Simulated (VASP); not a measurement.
# HfO2 (Fm-3m) in VASP: single point with PBEsol

Aim: the single point of HfO2 with PBEsol.

All numbers are computed with VASP 6.6.1; they aren't measurements. Logs are shortened: lines on timing, memory, paths and dates and some standing lists are left out, and cuts for length are marked.

## Step 1: The cell of the first run

It takes space group Fm-3m (No. 225, cubic). The conventional cell has a = 5.115 Å, b = 5.115 Å, c = 5.115 Å, α = 90.00°, β = 90.00°, γ = 90.00°. Within 2.9 Å of Hf (site symmetry m-3m) lie 8 O at 2.21 Å. O (site symmetry -43m) has 4 Hf at 2.21 Å and 6 O at 2.56 Å within 2.9 Å.

## Step 2: Single point, PBEsol

The input, INCAR:

```
PREC = Accurate
ENCUT = 520
EDIFF = 1E-7
ISMEAR = 0
SIGMA = 0.05
LREAL = False
LASPH = True
NELM = 100
ALGO = Normal
ISIF = 2
LWAVE = False
LCHARG = False
GGA = PS
NBANDS = 18
```

The input, KPOINTS:

```
regular mesh
0
Gamma
  8 8 8
```

The input, POSCAR:

```
HfO2
1.0
    0.0000000000      2.5575000000      2.5575000000
    2.5575000000      0.0000000000      2.5575000000
    2.5575000000      2.5575000000      0.0000000000
Hf O
1 2
Direct
    0.0000000000      0.0000000000      0.0000000000
    0.2500000000      0.2500000000      0.2500000000
    0.7500000000      0.7500000000      0.7500000000
```

Potentials or basis: VASP PAW PBE potentials, release 64 (Hf_pv, O).

Launch:

```console
$ cat potpaw_PBE.64/Hf_pv/POTCAR potpaw_PBE.64/O/POTCAR > POTCAR
$ mpirun -np 1 vasp_std > vasp.out
```

OUTCAR:

```text
PREC = Accurate
   ENCUT = 520
   EDIFF = 1E-7
   ISMEAR = 0
   LREAL = False
   LASPH = True
   NELM = 100
   ISIF = 2
   GGA = PS

 ion  position               nearest neighbor table
   1  0.000  0.000  0.000-   3 2.21   3 2.21   3 2.21   2 2.21   3 2.21   2 2.21   2 2.21   2 2.21

   2  0.250  0.250  0.250-   1 2.21   1 2.21   1 2.21   1 2.21
   3  0.750  0.750  0.750-   1 2.21   1 2.21   1 2.21   1 2.21

  LATTYP: Found a face centered cubic cell.
 ALAT       =     5.1150000000

  Lattice vectors:

 A1 = (   0.0000000000,   2.5575000000,   2.5575000000)
 A2 = (   2.5575000000,   0.0000000000,   2.5575000000)
 A3 = (   2.5575000000,   2.5575000000,   0.0000000000)

Analysis of symmetry for initial positions (statically):
=====================================================================
 Subroutine PRICEL returns:
 Original cell was already a primitive cell.

 Routine SETGRP: Setting up the symmetry group for a
 face centered cubic supercell.

 Subroutine GETGRP returns: Found 48 space group operations
 (whereof 48 operations were pure point group operations)
 out of a pool of 48 trial point group operations.

The static configuration has the point symmetry O_h .

Analysis of symmetry for dynamics (positions and initial velocities):
=====================================================================
 Subroutine PRICEL returns:
 Original cell was already a primitive cell.

 Routine SETGRP: Setting up the symmetry group for a
 face centered cubic supercell.

 Subroutine GETGRP returns: Found 48 space group operations
 (whereof 48 operations were pure point group operations)
 out of a pool of 48 trial point group operations.

The dynamic configuration has the point symmetry O_h .

 Subroutine INISYM returns: Found 48 space group operations
 (whereof 48 operations are pure point group operations),
 and found     1 'primitive' translations

----------------------------------------------------------------------------------------

                                     Primitive cell

  volume of cell :      33.4562

  direct lattice vectors                    reciprocal lattice vectors
     0.000000000  2.557500000  2.557500000    -0.195503421  0.195503421  0.195503421
     2.557500000  0.000000000  2.557500000     0.195503421 -0.195503421  0.195503421
     2.557500000  2.557500000  0.000000000     0.195503421  0.195503421 -0.195503421

  length of vectors
     3.616851186  3.616851186  3.616851186     0.338621859  0.338621859  0.338621859

[... 76 lines left out ...]
   ISPIN  =      1    spin polarized calculation?
   LNONCOLLINEAR =      F non collinear calculations
   LSORBIT =      F    spin-orbit coupling
   LASPH  =      T    aspherical Exc in radial PAW
   ENCUT  =  520.0 eV  38.22 Ry    6.18 a.u.   6.72  6.72  6.72*2*pi/ulx,y,z
   NELM   =    100;   NELMIN=  2; NELMDL= -5     # of ELM steps
   EDIFF  = 0.1E-06   stopping-criterion for ELM
   LREAL  =      F    real-space projection
   EDIFFG = 0.1E-05   stopping-criterion for IOM
   NSW    =      0    number of steps for IOM
   IBRION =     -1    ionic relax: 0-MD 1-quasi-New 2-CG
   NFREE  =      0    steps in history (QN), initial steepest desc. (CG)
   ISIF   =      2    stress and relaxation
   ISYM   =      2    0-nonsym 1-usesym 2-fastsym
   POTIM  = 0.5000    time-step for ionic-motion
   TEBEG  =    0.0;   TEEND  =   0.0 temperature during run
   PSTRESS=    0.0 pullay stress
   NELECT =      22.0000    total number of electrons
   NUPDOWN=      -1.0000    fix difference up-down
   EMIN   =  10.00;   EMAX   =-10.00  energy-range for DOS
   EFERMI =   0.00;   METHOD = LEGACY
   ISMEAR =     0;   SIGMA  =   0.05  broadening in eV -4-tet -1-fermi 0-gaus
   EFERMI_NEDOS =   21; number of points for ismear=-14 and -15
   IALGO  =     38    algorithm
   IMIX   =      4    mixing-type and parameters
     AMIX     =   0.40;   BMIX     =  1.00
     AMIX_MAG =   1.60;   BMIX_MAG =  1.00
  volume/ion in A,a.u.               =      11.15        75.26
  Fermi-wavevector in a.u.,A,eV,Ry     =   1.423607  2.690227 27.574337  2.026657
  Thomas-Fermi vector in A             =   2.544186
   LORBIT       =      0    0 simple, 1 ext, 2 COOP (PROOUT), +10 PAW based schemes
   GGA     = PS    functional components
   LHFCALC =     F    Hartree Fock is set to
   AEXX    =    0.0000 exact exchange contribution
   IVDW    =     0    specifies the selected vdW correction
   LEPSILON=     F    determine dielectric tensor
   LRPA    =     F    only Hartree local field effects (RPA)
 non-spin polarized calculation
 Gauss-broadening in eV      SIGMA  =   0.05
  energy-cutoff  :      520.00
  volume of cell :       33.46
 maximum number of plane-waves:       934
   NGX = 13   NGY = 13   NGZ = 13

 number of electron      21.9999993 magnetization

 Free energy of the ion-electron system (eV)
  ---------------------------------------------------
  ext. energy  EPLUGINS =         0.00000000
  ---------------------------------------------------
  free energy    TOTEN  =       -31.55857043 eV

  energy without entropy =      -31.55857043  energy(sigma->0) =      -31.55857043

 E-fermi :   4.1432     XC(G=0): -11.9635

 val. band max:        3.9064851356   @ k =   0.5000   0.5000   0.0000
 cond. band min:       7.5092409770   @ k =   0.5000   0.5000   0.0000
 fundamental gap:      3.6027558414
 Fermi energy:         4.1431606972

 k-point     1 :       0.0000    0.0000    0.0000
  band No.  band energies     occupation
      1     -25.8403      2.00000
      2     -25.8403      2.00000
      3     -25.8403      2.00000
      4     -14.6157      2.00000
      5     -11.6495      2.00000
      6      -1.3322      2.00000
[... 481 lines left out ...]
      5     -12.5467      2.00000
      6      -0.8631      2.00000
[... 10 lines left out ...]
     17      14.5439      0.00000
     18      16.4297      0.00000

 [... further k-points ...]
[... 5 lines left out ...]
  --------------------------------------------------------------------------------------
  -------------------------------------------------------------------------------------
  Total       -2.8296882     -2.8296882     -2.8296882      0.0000000      0.0000000      0.0000000
  in kB     -135.5102804   -135.5102804   -135.5102804      0.0000000      0.0000000      0.0000000
  external PRESSURE =    -135.5102804 kB  Pullay stress =       0.0000000 kB

 VOLUME and BASIS-vectors are now :
 -----------------------------------------------------------------------------
  energy-cutoff  :      520.00
  volume of cell :       33.46
      direct lattice vectors                 reciprocal lattice vectors
     0.000000000  2.557500000  2.557500000    -0.195503421  0.195503421  0.195503421
     2.557500000  0.000000000  2.557500000     0.195503421 -0.195503421  0.195503421
     2.557500000  2.557500000  0.000000000     0.195503421  0.195503421 -0.195503421

 POSITION                                       TOTAL-FORCE (eV/Angst)
 -----------------------------------------------------------------------------------
      0.00000      0.00000      0.00000         0.000000     -0.000000      0.000000
      1.27875      1.27875      1.27875        -0.000000     -0.000000     -0.000000
      3.83625      3.83625      3.83625         0.000000      0.000000      0.000000
 -----------------------------------------------------------------------------------
    total drift:                                0.000000      0.000000      0.000000

  FREE ENERGIE OF THE ION-ELECTRON SYSTEM (eV)
  ---------------------------------------------------
  free  energy   TOTEN  =       -31.5585704269 eV

  energy  without entropy=      -31.5585704269  energy(sigma->0) =      -31.55857043
```

Run time: 40 s. Hardware: 1 thread of AMD EPYC 7R13, shared host; peak memory 0.13 GiB.

Results:

| Property | Result |
| --- | --- |
| Free energy | -31.5586 eV |
| Pressure | -13.6 GPa |
| Band gap on the k mesh | 3.60 eV, direct |

Levels at points of the mesh, in eV from the valence-band top:
| k point | band 7 | band 8 | band 9 | band 10 | band 11 | band 12 | band 13 | band 14 | band 15 | band 16 |
| --- | --- | --- | --- | --- | --- | --- | --- | --- | --- | --- |
| (0.00, 0.00, 0.00) | -5.24 | -5.24 | -0.60 | -0.60 | -0.60 | 3.72 | 3.72 | 5.44 | 10.09 | 10.09 |
| (0.50, 0.00, 0.00) | -4.23 | -3.05 | -2.72 | -1.82 | -1.82 | 4.43 | 4.43 | 6.71 | 8.75 | 9.08 |
| (0.50, 0.50, 0.00) | -3.44 | -3.44 | -1.50 | -1.50 | 0.00 | 3.60 | 5.29 | 6.36 | 7.90 | 7.90 |

Caveat: the PAW data sets were made with another functional, which shifts forces and pressure a little; spin-orbit coupling is left out, which moves the levels of the heavy elements. Expect the measured gap to be larger: semilocal functionals such as PBEsol lack the derivative discontinuity.
